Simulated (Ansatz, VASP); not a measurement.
# One calculation of Co, two programs

The input INCAR:

```
SYSTEM = Co
PREC = Accurate
ENCUT = 520
EDIFF = 1E-7
ISMEAR = -1
SIGMA = 0.05
LREAL = .FALSE.
LASPH = .TRUE.
NELM = 80
ALGO = Normal
ISIF = 2
LWAVE = .FALSE.
LCHARG = .FALSE.
GGA = PE
NBANDS = 16
```

Contents of KPOINTS:

```
regular mesh
0
G
  17 17 10
  0 0 0
```

POSCAR

```
Co
1.0
    2.3510116202      0.0000000000      0.0000000000
   -1.1755058101      2.0360357877      0.0000000000
    0.0000000000      0.0000000000      3.7991067989
Co
2
Direct
    0.3333333333      0.6666666667      0.2500000000
    0.6666666667      0.3333333333      0.7500000000
```

Input for Ansatz:

```yaml
crystal:
  lattice:
    - [2.3510116202, 0.0, 0.0]
    - [-1.1755058101, 2.0360357877, 0.0]
    - [0.0, 0.0, 3.7991067989]
  atoms:
    - { symbol: Co, position: [0.3333333333, 0.6666666667, 0.25] }
    - { symbol: Co, position: [0.6666666667, 0.3333333333, 0.75] }
kpoints:
  mp_grid: { grid: [17, 17, 10] }
scf:
  occupations: { method: fermi_dirac, width: 0.05 }
hamiltonian:
  xc: pbe
  pseudopotentials: { kind: all_electron, lapw: { basis_error: 0.001 } }
output:
  forces: true
  stress: true
  eigenvalues: true
  populations: true
```

Change from the starting cell: volume scaled by 0.88, LAPW.

Alike in both runs: task single point; functional PBE; k mesh 17 × 17 × 10; occupations fermi-dirac, width 0.05 eV; no spin polarisation.

```csv
,VASP,Ansatz
version,VASP 6.6.1,Ansatz 0.2.0
potentials or method,"VASP PAW PBE potentials, release 64 (Co), cutoff 520 eV","all-electron LAPW, scalar-relativistic"
```

Ansatz gave:

- pressure (GPa): 43.7
- traceless stress, the component that is largest in VASP (GPa): -0.03

Problem. What did VASP give for the same quantities?

Solution. Pressure (GPa): 42.1; traceless stress, the component that is largest in VASP (GPa): -0.06.

Both programs put the cell under a high pressure, so it lies far from rest at this level. Ansatz ran all-electron here, and VASP with PAW potentials.
